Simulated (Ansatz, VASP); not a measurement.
# C in VASP and in Ansatz

File INCAR:

```
SYSTEM = C
  PREC = Accurate
  ENCUT = 520
  EDIFF = 1E-6
  ISMEAR = 0
  SIGMA = 0.05
  LREAL = .False.
  LASPH = .True.
  NELM = 80
  ALGO = Normal
  ISIF = 2
  LWAVE = .False.
  LCHARG = .False.
  GGA = PS
  IVDW = 12
  NBANDS = 11
```

The input KPOINTS:

```
regular mesh
0
Gamma
  15 15 15
  0 0 0
```

File POSCAR:

```
C
1.0
    1.1984022992      0.6918978901      3.2014767339
   -1.1984022992      0.6918978901      3.2014767339
    0.0000000000     -1.3837957801      3.2014767339
C
2
Direct
    0.1421760251      0.1909910183      0.1665835217
    0.8578239749      0.8090089817      0.8334164783
```

Input for Ansatz:

```yaml
crystal:
  lattice:
    - [1.1984022992, 0.6918978901, 3.2014767339]
    - [-1.1984022992, 0.6918978901, 3.2014767339]
    - [0.0, -1.3837957801, 3.2014767339]
  atoms:
    - { symbol: C, position: [0.1421760251, 0.1909910183, 0.1665835217] }
    - { symbol: C, position: [0.8578239749, 0.8090089817, 0.8334164783] }
basis:
  ecutwfc: 520.0
kpoints:
  mp_grid: { grid: [15, 15, 15] }
hamiltonian:
  xc: pbesol
  dispersion: d3bj
scf:
  occupations: { method: gaussian, width: 0.05 }
output:
  forces: true
  stress: true
  eigenvalues: true
```

Change from the starting cell: mode 5 frozen in at -0.060 Å, equal normal strain along x, y and z -0.0250.

Alike in both runs: task single point; functional PBEsol; dispersion D3(BJ); k mesh 15 × 15 × 15; occupations gaussian, width 0.05 eV; no spin polarisation.

|  | VASP | Ansatz |
| --- | --- | --- |
| version | VASP 6.6.1 | Ansatz 0.2.0 |
| potentials or method | VASP PAW PBE potentials, release 64 (C), cutoff 520 eV | scalar-relativistic, plane waves, PAW |
| valence electrons in the cell | 8 | 8 |

```csv
,VASP,Ansatz,Ansatz less VASP
gap on the k mesh at the Fermi level (eV),0.09,0.09,0.000
least direct gap on the mesh (eV),0.24,0.24,-0.001
pressure (GPa),35.2,34.6,-0.68
"traceless stress, the component that is largest in VASP (GPa)",-34.28,-33.50,+0.780
rms of the force components (eV/Å),4.546,4.539,-0.0075
```

VASP's potentials were made for PBE, not for PBEsol. Atom by atom the forces differ by 0.009 eV/Å (rms over components). Both programs put the cell under a high pressure, so it lies far from rest at this level.
